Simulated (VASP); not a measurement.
## Al3H: single point with PBE

Slab: Al3H, a slab with vacuum.

```
Al H
1.0
     2.85676    0.00000    0.00000
    -1.42838    2.47403    0.00000
     0.00000    0.00000   20.10138
Al H
3 1
Direct
  0.66667 0.33333 0.19899
  0.33333 0.66667 0.31345
  0.00000 0.00000 0.42790
  0.50000 0.33333 0.48535
```

```
Program             : VASP 6.6.1
Task                : single point
Functional          : PBE
Potentials or basis : VASP PAW PBE potentials, release 64 (Al, H)
Cutoff              : 520 eV
k mesh              : 9 × 9 × 1
Occupations         : gaussian, width 0.1 eV
Spin                : no spin polarisation
```

- Largest force: 0.322 eV/Å
- Band gap on the k mesh: zero (band 5 reaches 1.48 eV, above the bottom of band 6 at -0.75 eV)

Forces on the atoms (eV/Å):
```
Al   0.025 -0.002 -0.146
Al  -0.023  0.037  0.319
Al  -0.201 -0.175 -0.158
H    0.199  0.140 -0.015
```

Levels at points of the mesh, in eV from the Fermi level:
```
           k point  band 3  band 4  band 5  band 6  band 7  band 8
(0.00, 0.00, 0.00)   -7.25   -4.14   -0.40    2.70    3.74    4.83
```

Wall time 83 s on 1 thread of Intel(R) Xeon(R) Platinum 8559C (Emerald Rapids) (shared host), peak memory 0.29 GiB.
